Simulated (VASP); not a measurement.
# Hf (P6_3/mmc) in VASP: further runs, part 2 of 3

VASP 6.6.1. Earlier steps stand in the parts before.

**4. Single point, LDA**

This run uses another cell than the first one, of 20.85 Å³/atom, 0.936 times its volume.

INCAR reads:

```
PREC = Accurate
ENCUT = 520
EDIFF = 1E-7
ISMEAR = -1
SIGMA = 0.15
LREAL = F
LASPH = T
NELM = 60
ALGO = Fast
ISIF = 2
LWAVE = F
LCHARG = T
GGA = CA
LELF = T
LVHAR = T
NBANDS = 17
```

KPOINTS reads:

```
Automatic mesh
0
Gamma
  12 12 8
```

POSCAR reads:

```
Hf
1.0
    3.1155931769      0.0000000028      0.0000000000
   -1.5577965909      2.6981828377      0.0000000000
    0.0000000000      0.0000000000      4.9602855366
Hf
2
Direct
    0.3333333333      0.6666666667      0.2500000000
    0.6666666667      0.3333333333      0.7500000000
```

Potentials or basis: VASP PAW LDA potentials, release 64 (Hf_pv).

The run is started by

```sh
$ cat potpaw_LDA.64/Hf_pv/POTCAR > POTCAR
$ mpirun -np 1 vasp_std > vasp.out
```

OUTCAR:

```text
PREC = Accurate
   ENCUT = 520
   EDIFF = 1E-7
   ISMEAR = -1
   LREAL = F
   LASPH = T
   NELM = 60
   ISIF = 2
   GGA = CA

 ion  position               nearest neighbor table
   1  0.333  0.667  0.250-   2 3.06   2 3.06   2 3.06   2 3.06   2 3.06   2 3.06
   2  0.667  0.333  0.750-   1 3.06   1 3.06   1 3.06   1 3.06   1 3.06   1 3.06

  LATTYP: Found a hexagonal cell.
 ALAT       =     3.1155931769
 C/A-ratio  =     1.5920838360

  Lattice vectors:

 A1 = (   3.1155931769,   0.0000000028,   0.0000000000)
 A2 = (  -1.5577965909,   2.6981828377,   0.0000000000)
 A3 = (   0.0000000000,   0.0000000000,   4.9602855366)

Analysis of symmetry for initial positions (statically):
=====================================================================
 Subroutine PRICEL returns:
 Original cell was already a primitive cell.

 Routine SETGRP: Setting up the symmetry group for a
 hexagonal supercell.

 Subroutine GETGRP returns: Found 24 space group operations
 (whereof 12 operations were pure point group operations)
 out of a pool of 24 trial point group operations.

The static configuration has the point symmetry D_3d.
 The point group associated with its full space group is D_6h.

Analysis of symmetry for dynamics (positions and initial velocities):
=====================================================================
 Subroutine PRICEL returns:
 Original cell was already a primitive cell.

 Routine SETGRP: Setting up the symmetry group for a
 hexagonal supercell.

 Subroutine GETGRP returns: Found 24 space group operations
 (whereof 12 operations were pure point group operations)
 out of a pool of 24 trial point group operations.

The dynamic configuration has the point symmetry D_3d.
 The point group associated with its full space group is D_6h.

 Subroutine INISYM returns: Found 24 space group operations
[... 107 lines left out ...]
   PSTRESS=    0.0 pullay stress
   NELECT =      20.0000    total number of electrons
   NUPDOWN=      -1.0000    fix difference up-down
   EMIN   =  10.00;   EMAX   =-10.00  energy-range for DOS
   EFERMI =   0.00;   METHOD = LEGACY
   ISMEAR =    -1;   SIGMA  =   0.15  broadening in eV -4-tet -1-fermi 0-gaus
   EFERMI_NEDOS =   21; number of points for ismear=-14 and -15
   IALGO  =     68    algorithm
   IMIX   =      4    mixing-type and parameters
     AMIX     =   0.40;   BMIX     =  1.00
     AMIX_MAG =   1.60;   BMIX_MAG =  1.00
  volume/ion in A,a.u.               =      20.85       140.70
  Fermi-wavevector in a.u.,A,eV,Ry     =   1.281480  2.421646 22.343372  1.642191
  Thomas-Fermi vector in A             =   2.413848
   LORBIT       =      0    0 simple, 1 ext, 2 COOP (PROOUT), +10 PAW based schemes
   GGA     = CA    functional components
   LHFCALC =     F    Hartree Fock is set to
   AEXX    =    0.0000 exact exchange contribution
   IVDW    =     0    specifies the selected vdW correction
   LEPSILON=     F    determine dielectric tensor
   LRPA    =     F    only Hartree local field effects (RPA)
 non-spin polarized calculation
 RMM-DIIS sequential band-by-band and
  energy-cutoff  :      520.00
  volume of cell :       41.70
 maximum number of plane-waves:      1140
 NGX is ok and might be reduce to    24
   NGX = 11   NGY = 11   NGZ = 19

 number of electron      19.9999997 magnetization

 Free energy of the ion-electron system (eV)
  ---------------------------------------------------
  ext. energy  EPLUGINS =         0.00000000
  ---------------------------------------------------
  free energy    TOTEN  =       -21.45313176 eV

  energy without entropy =      -21.31763274  energy(sigma->0) =      -21.38538225

 E-fermi :   5.2467     XC(G=0): -11.7950

 val. band max:        5.2396313000   @ k =   0.3333   0.1667   0.3750
 cond. band min:       5.2708633411   @ k =   0.1667   0.0000   0.3750
 fundamental gap:      0.0312320412
 Fermi energy:         5.2467435950

 k-point     1 :       0.0000    0.0000    0.0000
  band No.  band energies     occupation
      1     -25.5907      2.00000
      2     -24.6479      2.00000
      3     -24.6479      2.00000
      4     -24.4903      2.00000
      5     -24.4903      2.00000
      6     -24.4864      2.00000
[... 457 lines left out ...]
      4     -24.8136      2.00000
      5     -24.6455      2.00000
      6     -24.5868      2.00000
[... 9 lines left out ...]
     16      10.1024      0.00000
     17      11.9111      0.00000

 [... further k-points ...]
[... 5 lines left out ...]
  --------------------------------------------------------------------------------------
  -------------------------------------------------------------------------------------
  Total        0.0310076      0.0310076      0.0211533     -0.0000000      0.0000000      0.0000000
  in kB        1.1914055      1.1914055      0.8127755     -0.0000000      0.0000000      0.0000000
  external PRESSURE =       1.0651955 kB  Pullay stress =       0.0000000 kB

 VOLUME and BASIS-vectors are now :
 -----------------------------------------------------------------------------
  energy-cutoff  :      520.00
  volume of cell :       41.70
      direct lattice vectors                 reciprocal lattice vectors
     3.115593177  0.000000003  0.000000000     0.320966167  0.185309903  0.000000000
    -1.557796591  2.698182838  0.000000000    -0.000000000  0.370619806  0.000000000
     0.000000000  0.000000000  4.960285537     0.000000000  0.000000000  0.201601297

 POSITION                                       TOTAL-FORCE (eV/Angst)
 -----------------------------------------------------------------------------------
     -0.00000      1.79879      1.24007         0.000000     -0.000000      0.000000
      1.55780      0.89939      3.72021        -0.000000      0.000000      0.000000
 -----------------------------------------------------------------------------------
    total drift:                               -0.000000      0.000000     -0.000000

  FREE ENERGIE OF THE ION-ELECTRON SYSTEM (eV)
  ---------------------------------------------------
  free  energy   TOTEN  =       -21.4531317564 eV

  energy  without entropy=      -21.3176327422  energy(sigma->0) =      -21.38538225
```

OSZICAR:

```text
N       E                     dE             d eps       ncg     rms          rms(c)
DAV:   1     0.493232891911E+02    0.49323E+02   -0.11481E+04  3238   0.113E+03
DAV:   2    -0.203881276779E+02   -0.69711E+02   -0.67788E+02  4172   0.250E+02
DAV:   3    -0.221357938973E+02   -0.17477E+01   -0.17343E+01  4140   0.267E+01
[... 10 lines left out ...]
RMM:  14    -0.214536254566E+02    0.30731E-02   -0.41565E-03  5461   0.380E-01    0.144E+00
RMM:  15    -0.214531261381E+02    0.49932E-03   -0.16756E-03  4741   0.249E-01    0.402E-02
RMM:  16    -0.214531351937E+02   -0.90556E-05   -0.86124E-05  4072   0.568E-02    0.112E-01
RMM:  17    -0.214531339943E+02    0.11993E-05   -0.97982E-06  4089   0.219E-02    0.804E-02
RMM:  18    -0.214531317204E+02    0.22739E-05   -0.51521E-06  3546   0.136E-02    0.106E-02
RMM:  19    -0.214531317564E+02   -0.35923E-07   -0.76379E-07  3680   0.587E-03
   1 F= -.21453132E+02 E0= -.21385382E+02  d E =-.135499E+00
```

stdout:

```text
POSCAR found type information on POSCAR Hf
 POSCAR found :  1 types and       2 ions
 scaLAPACK will be used
 LDA part: xc-table for (Slater(with rela. corr.)+CA(PZ))
 , standard interpolation
 POSCAR, INCAR and KPOINTS ok, starting setup
 FFT: planning ... GRIDC
 FFT: planning ... GRID_SOFT
 FFT: planning ... GRID
 WAVECAR not read
 entering main loop
```

Run time: 30 s. Hardware: 1 thread of Intel Xeon 6975P-C (Granite Rapids), shared host; peak memory 0.18 GiB.

What came out:

```
Free energy            : -21.4531 eV
Pressure               : 0.1 GPa
Band gap on the k mesh : zero (band 10 reaches 6.43 eV, above the bottom of band 11 at 5.03 eV)
```

Caveat: spin-orbit coupling is left out, which moves the levels of the heavy elements.

**5. Relaxation of cell and atoms, LDA**

This run uses another cell than the first one, of 20.83 Å³/atom, 0.935 times its volume.

INCAR reads:

```
ALGO = Fast ; EDIFF = 1E-6
EDIFFG = -0.001 ; ENCUT = 600
GGA = CA ; IBRION = 2
ISIF = 3 ; ISMEAR = -1
LASPH = T ; LCHARG = F
LREAL = F ; LWAVE = F
NELM = 60 ; NSW = 80
PREC = Accurate ; SIGMA = 0.15
```

KPOINTS reads:

```
k-points
0
Gamma
  12 12 8
```

POSCAR reads:

```
Hf
1.0
    3.1181299126      0.0000000028      0.0000000000
   -1.5590649587      2.7003797152      0.0000000000
    0.0000000000      0.0000000000      4.9468960064
Hf
2
Direct
    0.3333333333      0.6666666667      0.2500000000
    0.6666666667      0.3333333333      0.7500000000
```

Potentials or basis: VASP PAW LDA potentials, release 64 (Hf_pv).

The run is started by

```sh
$ cat potpaw_LDA.64/Hf_pv/POTCAR > POTCAR
$ mpirun -np 1 vasp_std > vasp.out
```

OUTCAR:

```text
EDIFF = 1E-6
   EDIFFG = -0.001
   ENCUT = 600
   GGA = CA
   IBRION = 2
   ISIF = 3
   ISMEAR = -1
   LASPH = T
   LREAL = F
   NELM = 60
   NSW = 80
   PREC = Accurate

 ion  position               nearest neighbor table
   1  0.333  0.667  0.250-   2 3.06   2 3.06   2 3.06   2 3.06   2 3.06   2 3.06
   2  0.667  0.333  0.750-   1 3.06   1 3.06   1 3.06   1 3.06   1 3.06   1 3.06

  LATTYP: Found a hexagonal cell.
 ALAT       =     3.1181299126
 C/A-ratio  =     1.5864945160

  Lattice vectors:

 A1 = (   3.1181299126,   0.0000000028,   0.0000000000)
 A2 = (  -1.5590649587,   2.7003797152,   0.0000000000)
 A3 = (   0.0000000000,   0.0000000000,   4.9468960064)

Analysis of symmetry for initial positions (statically):
=====================================================================
 Subroutine PRICEL returns:
 Original cell was already a primitive cell.

 Routine SETGRP: Setting up the symmetry group for a
 hexagonal supercell.

 Subroutine GETGRP returns: Found 24 space group operations
 (whereof 12 operations were pure point group operations)
 out of a pool of 24 trial point group operations.

The static configuration has the point symmetry D_3d.
 The point group associated with its full space group is D_6h.

Analysis of symmetry for dynamics (positions and initial velocities):
=====================================================================
 Subroutine PRICEL returns:
 Original cell was already a primitive cell.

 Routine SETGRP: Setting up the symmetry group for a
 hexagonal supercell.

 Subroutine GETGRP returns: Found 24 space group operations
 (whereof 12 operations were pure point group operations)
 out of a pool of 24 trial point group operations.

The dynamic configuration has the point symmetry D_3d.
 The point group associated with its full space group is D_6h.

 Subroutine INISYM returns: Found 24 space group operations
 (whereof 12 operations are pure point group operations),
[... 145 lines left out ...]

  energy without entropy =      -21.31833244  energy(sigma->0) =      -21.38570233

------------------------ aborting loop because EDIFF is reached ----------------------------------------

  FORCE on cell =-STRESS in cart. coord.  units (eV):
  Direction    XX          YY          ZZ          XY          YZ          ZX
  --------------------------------------------------------------------------------------
  -------------------------------------------------------------------------------------
  Total        0.0513843      0.0513843      0.1573503      0.0000000      0.0000000     -0.0000000
  in kB        1.9764669      1.9764669      6.0523811      0.0000000      0.0000000     -0.0000000
  external PRESSURE =       3.3351050 kB  Pullay stress =       0.0000000 kB
[... 89 lines left out ...]
  FREE ENERGIE OF THE ION-ELECTRON SYSTEM (eV)
  ---------------------------------------------------
  free  energy   TOTEN  =       -21.4531945572 eV

  energy  without entropy=      -21.3179265003  energy(sigma->0) =      -21.38556053

[... ionic steps 4 to 20 ...]

--------------------------------------- Ionic step       21  -------------------------------------------

 number of electron      19.9999999 magnetization

------------------------ aborting loop because EDIFF is reached ----------------------------------------
[... 67 lines left out ...]
--------------------------------------- Ionic step       23  -------------------------------------------

 number of electron      19.9999999 magnetization

 Free energy of the ion-electron system (eV)
  ---------------------------------------------------
  ext. energy  EPLUGINS =         0.00000000
  ---------------------------------------------------
  free energy    TOTEN  =       -21.45324648 eV

  energy without entropy =      -21.31769247  energy(sigma->0) =      -21.38546948

 E-fermi :   5.2407     XC(G=0): -11.7911

 val. band max:        5.2336403614   @ k =   0.3333   0.1667   0.3750
 cond. band min:       5.2653383222   @ k =   0.1667   0.0000   0.3750
 fundamental gap:      0.0316979608
 Fermi energy:         5.2407348497

 k-point     1 :       0.0000    0.0000    0.0000
  band No.  band energies     occupation
      1     -25.5970      2.00000
      2     -24.6568      2.00000
      3     -24.6568      2.00000
      4     -24.4994      2.00000
      5     -24.4994      2.00000
      6     -24.4950      2.00000
      7      -2.2533      2.00000
      8       1.3508      2.00000
      9       6.3122      0.00158
     10       6.4264      0.00074
     11       6.4264      0.00074
     12       6.6623      0.00015
     13       7.3004      0.00000
     14       7.3004      0.00000
[... 377 lines left out ...]
      1     -25.3437      2.00000
      2     -25.1568      2.00000
      3     -25.0727      2.00000
      4     -24.8220      2.00000
      5     -24.6539      2.00000
      6     -24.5955      2.00000
      7       0.6879      2.00000
      8       2.7590      2.00000
      9       3.4608      1.99999
     10       4.6373      1.96483
     11       5.9954      0.01298
     12       6.5027      0.00044
     13       6.6555      0.00016
     14       9.6244      0.00000

 [... further k-points ...]
[... 5 lines left out ...]
  --------------------------------------------------------------------------------------
  -------------------------------------------------------------------------------------
  Total        0.0018059      0.0018059      0.0008041      0.0000000     -0.0000000     -0.0000000
  in kB        0.0693306      0.0693306      0.0308723      0.0000000     -0.0000000     -0.0000000
  external PRESSURE =       0.0565112 kB  Pullay stress =       0.0000000 kB
[... 17 lines left out ...]
  FREE ENERGIE OF THE ION-ELECTRON SYSTEM (eV)
  ---------------------------------------------------
  free  energy   TOTEN  =       -21.4532464809 eV

  energy  without entropy=      -21.3176924715  energy(sigma->0) =      -21.38546948

 reached required accuracy - stopping structural energy minimisation
```

CONTCAR:

```text
Hf
   1.00000000000000
     3.1167593786653223    0.0000000027987566   -0.0000000000000000
    -1.5583796917316175    2.6991927979964583    0.0000000000000000
    -0.0000000000000000    0.0000000000000000    4.9606692084244983
  Hf
     2
Direct
     0.3333333332999970    0.6666666667000030    0.2500000000000000
     0.6666666667000030    0.3333333332999970    0.7500000000000000

  0.00000000E+00  0.00000000E+00  0.00000000E+00
  0.00000000E+00  0.00000000E+00  0.00000000E+00
```

It took 3 min on 1 thread of Intel Xeon 6975P-C (Granite Rapids), shared host; peak memory 0.2 GiB.

What came out:

```yaml
Free_energy: -21.4532 eV
Relaxed_volume: 20.87 Å³/atom
Relaxed_cell: a = 3.117 Å, b = 3.117 Å, c = 4.961 Å, α = 90.00°, β = 90.00°, γ = 120.00°
Space_group_after_relaxing_to_0.05_Å: P6_3/mmc (No. 194)
Energy_gained_by_relaxing: 0.1 meV/atom
Ionic_steps: 23
Pressure_after_relaxing: 0.0 GPa
Band_gap_on_the_k_mesh: zero (band 10 reaches 6.43 eV, above the bottom of band 11 at 5.02 eV)
```

Step by step:
| step | energy change (eV) | largest force (eV/Å) | pressure (GPa) | volume (Å³) |
| --- | --- | --- | --- | --- |
| 1 | 0.0000 | 0.0000 | 0.33 | 41.65 |
| 2 | 0.0001 | 0.0000 | -0.54 | 41.92 |
| 3 | -0.0001 | 0.0000 | -0.05 | 41.76 |
| 4 | -0.0001 | 0.0000 | -0.08 | 41.77 |
| 5 | -0.0002 | 0.0000 | -0.05 | 41.75 |
| 6 | -0.0002 | 0.0000 | -0.03 | 41.74 |
| 7 | -0.0002 | 0.0000 | -0.03 | 41.74 |
| 8 | -0.0002 | 0.0000 | 0.03 | 41.72 |
| 9 | -0.0002 | 0.0000 | 0.02 | 41.73 |
| 10 | -0.0002 | 0.0000 | 0.04 | 41.73 |
| 11 | -0.0002 | 0.0000 | 0.00 | 41.74 |
| 12 | -0.0002 | 0.0000 | -0.02 | 41.74 |
| 13 | -0.0002 | 0.0000 | -0.02 | 41.74 |
| 14 | -0.0002 | 0.0000 | -0.01 | 41.73 |
| 15 | -0.0002 | 0.0000 | -0.01 | 41.73 |
| 16 | -0.0002 | 0.0000 | 0.00 | 41.73 |
| 17 | -0.0002 | 0.0000 | 0.00 | 41.73 |
| 18 | -0.0002 | 0.0000 | 0.02 | 41.73 |
| 19 | -0.0002 | 0.0000 | 0.01 | 41.73 |
| 20 | -0.0002 | 0.0000 | 0.01 | 41.73 |
| 21 | -0.0002 | 0.0000 | 0.01 | 41.73 |
| 22 | -0.0002 | 0.0000 | 0.01 | 41.73 |
| 23 | -0.0002 | 0.0000 | 0.01 | 41.73 |

Final structure:
```yaml
crystal:
  lattice:
    - [3.11676, 0.00000, 0.00000]
    - [-1.55838, 2.69919, 0.00000]
    - [0.00000, 0.00000, 4.96067]
  atoms:
    - { symbol: Hf, position: [0.33333, 0.66667, 0.25000] }
    - { symbol: Hf, position: [0.66667, 0.33333, 0.75000] }
```

Caveat: spin-orbit coupling is left out, which moves the levels of the heavy elements.

[end of part 2 of 3]
